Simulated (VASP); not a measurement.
The system is SiC.

```
Si C
1.0
     3.07569    0.00000    0.00000
    -1.53785    2.66363    0.00000
     0.00000    0.00000   10.07065
Si C
4 4
Direct
  0.00000 0.00000 0.18789
  0.00000 0.00000 0.68789
  0.33333 0.66667 0.43784
  0.66667 0.33333 0.93784
  0.00000 0.00000 0.00046
  0.00000 0.00000 0.50046
  0.33333 0.66667 0.24980
  0.66667 0.33333 0.74980
```

```yaml
Program: VASP 6.6.1
Task: relaxation of cell and atoms
Functional: RPBE
Potentials_or_basis: VASP PAW PBE potentials, release 64 (Si, C)
Cutoff: 600 eV
k_mesh: 10 × 10 × 3
Occupations: fermi-dirac, width 0.05 eV
Spin: no spin polarisation
```

At the start: pressure 6.5 GPa; volume 10.31 Å³/atom.

Q: Where does the relaxation end?

A: Over 5 steps the energy falls by 6.2 meV/atom and the volume is 10.62 Å³/atom (+3.0 %); space group P6_3mc (No. 186, to 0.05 Å).

The path:
```csv
step,energy change (eV),largest force (eV/Å),pressure (GPa),volume (Å³)
1,0.0000,0.0099,6.52,82.50
2,-0.0003,0.0289,-5.86,87.62
3,-0.0495,0.0109,-0.02,85.01
4,-0.0495,0.0105,0.11,84.96
5,-0.0495,0.0075,0.10,84.96
```

Final structure:
```
Si C
1.0
     3.10608    0.00000    0.00000
    -1.55304    2.68994    0.00000
     0.00000    0.00000   10.16885
Si C
4 4
Direct
  0.00000 0.00000 0.18791
  0.00000 0.00000 0.68791
  0.33333 0.66667 0.43786
  0.66667 0.33333 0.93786
  0.00000 0.00000 0.00043
  0.00000 0.00000 0.50043
  0.33333 0.66667 0.24980
  0.66667 0.33333 0.74980
```

Caveat: the PAW data sets were made with another functional, which shifts forces and pressure a little.
